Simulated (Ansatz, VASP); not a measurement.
Pt in VASP and in Ansatz

Contents of INCAR:

```
SYSTEM = Pt
PREC = Accurate
ENCUT = 520
EDIFF = 1E-6
ISMEAR = 0
SIGMA = 0.15
LREAL = .FALSE.
LASPH = .TRUE.
NELM = 80
ALGO = Normal
ISIF = 2
LWAVE = .FALSE.
LCHARG = .FALSE.
GGA = CA
NBANDS = 11
```

File KPOINTS:

```
Automatic mesh
0
G
  22 22 22
  0 0 0
```

The input POSCAR:

```
Pt
1.0
    0.0000000000      1.9850129751      1.9850129751
    1.9850129751      0.0000000000      1.9850129751
    1.9850129751      1.9850129751      0.0000000000
Pt
1
Direct
    0.0000000000      0.0000000000      0.0000000000
```

Input for Ansatz:

```yaml
crystal:
  lattice:
    - [0.0, 1.9850129751, 1.9850129751]
    - [1.9850129751, 0.0, 1.9850129751]
    - [1.9850129751, 1.9850129751, 0.0]
  atoms:
    - { symbol: Pt, position: [0.0, 0.0, 0.0] }
basis:
  ecutwfc: 420
kpoints:
  mp_grid: { grid: [22, 22, 22] }
hamiltonian:
  xc: lda
scf:
  occupations: { method: gaussian, width: 0.15 }
output:
  forces: true
  stress: true
  eigenvalues: true
```

Alike in both runs: task single point; functional LDA; k mesh 22 × 22 × 22; occupations gaussian, width 0.15 eV; no spin polarisation.

|  | VASP | Ansatz |
| --- | --- | --- |
| version | VASP 6.6.1 | Ansatz 0.2.0 |
| potentials or method | VASP PAW LDA potentials, release 64 (Pt), cutoff 520 eV | scalar-relativistic, plane waves, PAW |
| valence electrons in the cell | 10 | 18 |

VASP gave:

```
gap on the k mesh at the Fermi level (eV) : none
pressure (GPa)                            : -14.6
```

Estimate Ansatz's values.

gap on the k mesh at the Fermi level (eV): none; pressure (GPa): -15.2.

LDA's correlation is that of Perdew and Zunger in VASP and of Perdew and Wang (1992) in Ansatz. A gap of «none» marks a metal or a gap that the smearing closes. VASP's potentials hold 10 valence electrons a cell and Ansatz's 18, so a difference there can come from the potentials and not from the codes.

Spin-orbit coupling is off throughout.
